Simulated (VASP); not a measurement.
# CdSe (F-43m) in VASP: settings compared

The runs below take CdSe through relaxation of cell and atoms, single point, with PBEsol, LDA.

All numbers are computed with VASP 6.6.1; they aren't measurements. Logs are shortened: lines on timing, memory, paths and dates and some standing lists are left out, and cuts for length are marked.

### 1 The cell of the first run

Symmetry: F-43m, No. 216, cubic system. The conventional cell has a = 6.141 Å, b = 6.141 Å, c = 6.141 Å, α = 90.00°, β = 90.00°, γ = 90.00°. Cd (site symmetry -43m) has 4 Se at 2.66 Å within 3.5 Å. Within 3.5 Å of Se (site symmetry -43m) lie 4 Cd at 2.66 Å.

### 2 Relaxation of cell and atoms, PBEsol

File INCAR:

```
SYSTEM = CdSe
ALGO = Normal
EDIFF = 1E-7
EDIFFG = -0.01
ENCUT = 600
GGA = PS
IBRION = 2
ISIF = 3
ISMEAR = -1
LASPH = .True.
LCHARG = .False.
LREAL = .False.
LWAVE = .False.
NELM = 80
NSW = 60
PREC = Accurate
SIGMA = 0.05
```

File KPOINTS:

```
k-points
0
Gamma
  8 8 8
  0 0 0
```

File POSCAR:

```
CdSe
1.0
    0.0000000000      3.0702711986      3.0702711986
    3.0702711986      0.0000000000      3.0702711986
    3.0702711986      3.0702711986      0.0000000000
Cd Se
1 1
Direct
    0.0000000000      0.0000000000      0.0000000000
    0.2500000000      0.2500000000      0.2500000000
```

Potentials or basis: VASP PAW PBE potentials, release 64 (Cd, Se).

Launch:

```
> cat potpaw_PBE.64/Cd/POTCAR potpaw_PBE.64/Se/POTCAR > POTCAR
> mpirun -np 1 vasp_std > vasp.out
```

OUTCAR:

```text
SYSTEM = CdSe
   EDIFF = 1E-7
   EDIFFG = -0.01
   ENCUT = 600
   GGA = PS
   IBRION = 2
   ISIF = 3
   ISMEAR = -1
   LASPH = .True.
   LREAL = .False.
   NELM = 80
   NSW = 60
   PREC = Accurate

 ion  position               nearest neighbor table
   1  0.000  0.000  0.000-   2 2.66   2 2.66   2 2.66   2 2.66
   2  0.250  0.250  0.250-   1 2.66   1 2.66   1 2.66   1 2.66

  LATTYP: Found a face centered cubic cell.
 ALAT       =     6.1405423972

  Lattice vectors:

 A1 = (   0.0000000000,   3.0702711986,   3.0702711986)
 A2 = (   3.0702711986,   0.0000000000,   3.0702711986)
 A3 = (   3.0702711986,   3.0702711986,   0.0000000000)

Analysis of symmetry for initial positions (statically):
=====================================================================
 Subroutine PRICEL returns:
 Original cell was already a primitive cell.

 Routine SETGRP: Setting up the symmetry group for a
 face centered cubic supercell.

 Subroutine GETGRP returns: Found 24 space group operations
 (whereof 24 operations were pure point group operations)
 out of a pool of 48 trial point group operations.

The static configuration has the point symmetry T_d .

Analysis of symmetry for dynamics (positions and initial velocities):
=====================================================================
 Subroutine PRICEL returns:
 Original cell was already a primitive cell.

 Routine SETGRP: Setting up the symmetry group for a
 face centered cubic supercell.

 Subroutine GETGRP returns: Found 24 space group operations
 (whereof 24 operations were pure point group operations)
 out of a pool of 48 trial point group operations.

The dynamic configuration has the point symmetry T_d .

 Subroutine INISYM returns: Found 24 space group operations
 (whereof 24 operations are pure point group operations),
 and found     1 'primitive' translations

----------------------------------------------------------------------------------------

                                     Primitive cell

  volume of cell :      57.8842

  direct lattice vectors                    reciprocal lattice vectors
     0.000000000  3.070271199  3.070271199    -0.162852063  0.162852063  0.162852063
     3.070271199  0.000000000  3.070271199     0.162852063 -0.162852063  0.162852063
     3.070271199  3.070271199  0.000000000     0.162852063  0.162852063 -0.162852063

  length of vectors
     4.342019169  4.342019169  4.342019169     0.282068048  0.282068048  0.282068048

  position of ions in fractional coordinates (direct lattice)
     0.000000000  0.000000000  0.000000000
     0.250000000  0.250000000  0.250000000

  ion indices of the primitive-cell ions
   primitive index   ion index
                 1           1
                 2           2

----------------------------------------------------------------------------------------

 KPOINTS: k-points

Automatic generation of k-mesh.
 Grid dimensions read from file:
 generate k-points for:    8    8    8

 Generating k-lattice:

  Cartesian coordinates                     Fractional coordinates (reciprocal lattice)
    -0.020356508  0.020356508  0.020356508     0.125000000  0.000000000  0.000000000
     0.020356508 -0.020356508  0.020356508     0.000000000  0.125000000  0.000000000
     0.020356508  0.020356508 -0.020356508     0.000000000  0.000000000  0.125000000

  Length of vectors
     0.035258506  0.035258506  0.035258506

  Shift w.r.t. Gamma in fractional coordinates (k-lattice)
     0.000000000  0.000000000  0.000000000

 Subroutine IBZKPT returns following result:
 ===========================================

 Found     29 irreducible k-points:

 Following reciprocal coordinates:
            Coordinates               Weight
  0.000000  0.000000  0.000000      1.000000
  0.125000  0.000000  0.000000      8.000000
  0.250000  0.000000  0.000000      8.000000
  0.375000  0.000000  0.000000      8.000000
  0.500000  0.000000  0.000000      4.000000
  0.125000  0.125000  0.000000      6.000000
[... 16 lines left out ...]
  0.500000  0.250000  0.125000     48.000000
 -0.375000  0.250000  0.125000     24.000000
 [... further k-points ...]
   k-points           NKPTS =     29   k-points in BZ     NKDIM =     29   number of bands    NBANDS=     13
   number of dos      NEDOS =    301   number of ions     NIONS =      2
   total plane-waves  NPLWV =  46656
   dimension x,y,z NGX =    36 NGY =   36 NGZ =   36
   dimension x,y,z NGXF=    72 NGYF=   72 NGZF=   72
   ions per type =               1   1
   NGX,Y,Z   is equivalent  to a cutoff of  13.78, 13.78, 13.78 a.u.
   NGXF,Y,Z  is equivalent  to a cutoff of  27.57, 27.57, 27.57 a.u.
 SYSTEM =  CdSe
   PREC   = accura    normal or accurate (medium, high low for compatibility)
   ISTART =      0    job   : 0-new  1-cont  2-samecut
   ICHARG =      2    charge: 1-file 2-atom 10-const
   ISPIN  =      1    spin polarized calculation?
   LNONCOLLINEAR =      F non collinear calculations
   LSORBIT =      F    spin-orbit coupling
   LASPH  =      T    aspherical Exc in radial PAW
   ENCUT  =  600.0 eV  44.10 Ry    6.64 a.u.   8.67  8.67  8.67*2*pi/ulx,y,z
   NELM   =     80;   NELMIN=  2; NELMDL= -5     # of ELM steps
   EDIFF  = 0.1E-06   stopping-criterion for ELM
   LREAL  =      F    real-space projection
   EDIFFG = -.1E-01   stopping-criterion for IOM
   NSW    =     60    number of steps for IOM
   IBRION =      2    ionic relax: 0-MD 1-quasi-New 2-CG
   NFREE  =      1    steps in history (QN), initial steepest desc. (CG)
   ISIF   =      3    stress and relaxation
   ISYM   =      2    0-nonsym 1-usesym 2-fastsym
   POTIM  = 0.5000    time-step for ionic-motion
   TEBEG  =    0.0;   TEEND  =   0.0 temperature during run
   PSTRESS=    0.0 pullay stress
   NELECT =      18.0000    total number of electrons
   NUPDOWN=      -1.0000    fix difference up-down
   EMIN   =  10.00;   EMAX   =-10.00  energy-range for DOS
   EFERMI =   0.00;   METHOD = LEGACY
   ISMEAR =    -1;   SIGMA  =   0.05  broadening in eV -4-tet -1-fermi 0-gaus
   EFERMI_NEDOS =   21; number of points for ismear=-14 and -15
   IALGO  =     38    algorithm
   IMIX   =      4    mixing-type and parameters
     AMIX     =   0.40;   BMIX     =  1.00
     AMIX_MAG =   1.60;   BMIX_MAG =  1.00
  volume/ion in A,a.u.               =      28.94       195.31
  Fermi-wavevector in a.u.,A,eV,Ry     =   1.109121  2.095935 16.737199  1.230149
  Thomas-Fermi vector in A             =   2.245657
   LORBIT       =      0    0 simple, 1 ext, 2 COOP (PROOUT), +10 PAW based schemes
   GGA     = PS    functional components
   LHFCALC =     F    Hartree Fock is set to
   AEXX    =    0.0000 exact exchange contribution
   IVDW    =     0    specifies the selected vdW correction
   LEPSILON=     F    determine dielectric tensor
   LRPA    =     F    only Hartree local field effects (RPA)
 conjugate gradient relaxation of ions
 non-spin polarized calculation
  energy-cutoff  :      600.00
  volume of cell :       57.88
 maximum number of plane-waves:      1964
   NGX = 17   NGY = 17   NGZ = 17

--------------------------------------- Ionic step        1  -------------------------------------------

 number of electron      17.9999997 magnetization

 Free energy of the ion-electron system (eV)
  ---------------------------------------------------
  ext. energy  EPLUGINS =         0.00000000
  ---------------------------------------------------
  free energy    TOTEN  =        -6.17287500 eV

  energy without entropy =       -6.17280617  energy(sigma->0) =       -6.17284059

------------------------ aborting loop because EDIFF is reached ----------------------------------------

  FORCE on cell =-STRESS in cart. coord.  units (eV):
  Direction    XX          YY          ZZ          XY          YZ          ZX
  --------------------------------------------------------------------------------------
  -------------------------------------------------------------------------------------
  Total       -0.4172541     -0.4172541     -0.4172541      0.0000000      0.0000000      0.0000000
  in kB      -11.5491747    -11.5491747    -11.5491747      0.0000000      0.0000000      0.0000000
  external PRESSURE =     -11.5491747 kB  Pullay stress =       0.0000000 kB
[... 57 lines left out ...]
  energy  without entropy=       -6.1773213416  energy(sigma->0) =       -6.17734165

--------------------------------------- Ionic step        3  -------------------------------------------

 number of electron      17.9999998 magnetization

 Free energy of the ion-electron system (eV)
  ---------------------------------------------------
  ext. energy  EPLUGINS =         0.00000000
  ---------------------------------------------------
  free energy    TOTEN  =        -6.17780772 eV

  energy without entropy =       -6.17776184  energy(sigma->0) =       -6.17778478

 E-fermi :   1.0463     XC(G=0):  -9.0756

 val. band max:        0.7713762119   @ k =   0.0000   0.0000   0.0000
 cond. band min:       1.2438935925   @ k =   0.0000   0.0000   0.0000
 fundamental gap:      0.4725173807
 Fermi energy:         1.0463311435

 k-point     1 :       0.0000    0.0000    0.0000
  band No.  band energies     occupation
      1     -11.8236      2.00000
      2      -7.1249      2.00000
      3      -7.1249      2.00000
      4      -7.1249      2.00000
      5      -6.7492      2.00000
      6      -6.7492      2.00000
      7       0.7714      1.99185
      8       0.7714      1.99185
      9       0.7714      1.99185
     10       1.2439      0.03774
     11       6.6258      0.00000
     12       6.6258      0.00000
     13       6.6258      0.00000
[... 353 lines left out ...]
 k-point    24 :      -0.3750    0.2500    0.1250
  band No.  band energies     occupation
      1     -11.3895      2.00000
      2      -6.9953      2.00000
      3      -6.9700      2.00000
      4      -6.7696      2.00000
      5      -6.7331      2.00000
      6      -6.3733      2.00000
      7      -3.3970      2.00000
      8      -1.2306      2.00000
      9      -0.4593      2.00000
     10       4.5490      0.00000
     11       6.1161      0.00000
     12       7.5122      0.00000
     13       8.6688      0.00000

 [... further k-points ...]
[... 5 lines left out ...]
  --------------------------------------------------------------------------------------
  -------------------------------------------------------------------------------------
  Total        0.0003845      0.0003845      0.0003845      0.0000000      0.0000000     -0.0000000
  in kB        0.0108948      0.0108948      0.0108948      0.0000000      0.0000000     -0.0000000
  external PRESSURE =       0.0108948 kB  Pullay stress =       0.0000000 kB
[... 17 lines left out ...]
  FREE ENERGIE OF THE ION-ELECTRON SYSTEM (eV)
  ---------------------------------------------------
  free  energy   TOTEN  =        -6.1778077180 eV

  energy  without entropy=       -6.1777618399  energy(sigma->0) =       -6.17778478

 reached required accuracy - stopping structural energy minimisation
```

Wall time 2 min (1 thread of Intel Xeon 8259CL, shared host); peak memory 0.23 GiB.

What came out:

```
Free energy                            : -6.1778 eV
Relaxed volume                         : 28.27 Å³/atom
Relaxed cell                           : a = 4.308 Å, b = 4.308 Å, c = 4.308 Å, α = 60.00°, β = 60.00°, γ = 60.00°
Space group after relaxing (to 0.05 Å) : F-43m (No. 216)
Energy gained by relaxing              : 2.5 meV/atom
Ionic steps                            : 3
Pressure after relaxing                : 0.0 GPa
Band gap on the k mesh                 : 0.47 eV, direct
```

Step by step:
```tsv
step	energy change (eV)	largest force (eV/Å)	pressure (GPa)	volume (Å³)
1	0.0000	0.0000	-1.15	57.88
2	-0.0045	0.0000	0.37	56.15
3	-0.0049	0.0000	0.00	56.54
```

Final structure:
```
CELL_PARAMETERS angstrom
0.00000 3.04640 3.04640
3.04640 0.00000 3.04640
3.04640 3.04640 0.00000
ATOMIC_POSITIONS crystal
Cd 0.00000 0.00000 0.00000
Se 0.25000 0.25000 0.25000
```

Caveat: the PAW data sets were made with another functional, which shifts forces and pressure a little. A hybrid or GW would open this gap; PBEsol tends to underestimate it.

### 3 Single point, LDA, non-collinear spin, zero start, spin-orbit coupling

File INCAR:

```
ALGO     = Normal         # electronic algorithm
EDIFF    = 1E-7           # SCF threshold, eV
ENCUT    = 520            # plane-wave cutoff, eV
GGA_COMPAT= False        
ISIF     = 2              # what is computed and relaxed
ISMEAR   = -1             # smearing method
LASPH    = True           # aspherical terms in the spheres
LCHARG   = False          # write CHGCAR
LNONCOLLINEAR= True           # non-collinear magnetism
LORBIT   = 11             # projections on sites
LORBMOM  = True         
LREAL    = False          # projectors in reciprocal space
LSORBIT  = True           # spin-orbit coupling
LWAVE    = False          # write WAVECAR
MAGMOM   = 0 0 0 0 0 0    # initial moments
NBANDS   = 30             # bands
NELM     = 150            # most SCF steps
PREC     = Accurate       # precision mode
SIGMA    = 0.05           # smearing width, eV
```

File KPOINTS:

```
k-points
0
Gamma
  6 6 6
```

POSCAR is that of step 2.

Potentials or basis: VASP PAW LDA potentials, release 64 (Cd, Se).

Launch:

```
> cat potpaw_LDA.64/Cd/POTCAR potpaw_LDA.64/Se/POTCAR > POTCAR
> mpirun -np 1 vasp_ncl > vasp.out
```

It took 2.1 min on 1 thread of Intel Xeon 8259CL, shared host; peak memory 0.27 GiB.

It converged, with:

- Free energy: -6.7784 eV
- Pressure: -2.9 GPa
- Net moment: 0.00 μB per cell
- Valence electrons inside the program's atomic spheres: Cd 10.30; Se 3.83

Moments on the atoms (μB; x, y, z):
```
Cd  0.00 0.00 0.00
Se  0.00 0.00 0.00
```
